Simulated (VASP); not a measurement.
Here is a VASP 6.6.1 calculation.

The input INCAR:

```
PREC = Accurate
ENCUT = 520
EDIFF = 1E-7
ISMEAR = 1
SIGMA = 0.01
LREAL = False
LASPH = True
NELM = 80
ALGO = Normal
ISIF = 2
LWAVE = False
LCHARG = False
GGA = CA
NBANDS = 16
```

Contents of KPOINTS:

```
regular mesh
0
Gamma
  7 7 4
```

The input POSCAR:

```
MgS
1.0
    3.9765532016      0.0000000000      0.0000000000
   -1.9882766008      3.4437960921      0.0000000000
    0.0000000000      0.0000000000      4.8562312822
Mg S
2 2
Direct
    0.3333333333      0.6666666667     -0.0624996500
    0.6666666667      0.3333333333      0.4375003500
    0.3333333333      0.6666666667      0.4374996500
    0.6666666667      0.3333333333      0.9374996500
```

Potentials or basis: VASP PAW LDA potentials, release 64 (Mg, S).

Run with:

```console
$ cat potpaw_LDA.64/Mg/POTCAR potpaw_LDA.64/S/POTCAR > POTCAR
$ mpirun -np 1 vasp_std > vasp.out
```

Problem. Estimate the band gap on the k mesh.

Solution. 3.00 eV (least direct gap 3.20 eV).

Problem. Estimate the pressure.

Solution. 19.7 GPa.

Stress tensor (GPa, compression positive):
```
19.68  0.00  0.00
 0.00 19.68  0.00
 0.00  0.00 19.59
```

Caveat: the cell stands under pressure; an odd mesh through Γ misses points on the zone boundary, where band edges can lie.
